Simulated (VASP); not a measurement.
Crystal: Sb.

```xyz
1
Lattice="-1.5765 1.5765 2.7119 1.5765 -1.5765 2.7119 1.5765 1.5765 -2.7119" Properties=species:S:1:pos:R:3 pbc="T T T"
Sb    0.0000    0.0000    0.0000
```

Base run:

| Property | Result |
| --- | --- |
| Program | VASP 6.6.1 |
| Functional | PBEsol |
| Potentials or basis | VASP PAW PBE potentials, release 64 (Sb) |
| Cutoff | 500 eV |
| k mesh | 11 × 11 × 11 |
| Occupations | methfessel-paxton, width 0.05 eV |
| Spin | no spin polarisation |

Its results: band gap on the k mesh zero (an odd number of electrons rules out a gap without spin polarisation); pressure -1.4 GPa.

The run is repeated on the same cell with these changes: functional from PBEsol to BLYP. What comes out?

Band gap on the k mesh zero (an odd number of electrons rules out a gap without spin polarisation); pressure 7.5 GPa.

BLYP binds less tightly than PBEsol, so the same cell stands under more pressure.

Caveats: the PAW data sets were made with another functional, which shifts forces and pressure a little; spin-orbit coupling is left out, which moves the levels of the heavy elements; the cell stands under pressure (at least some runs).
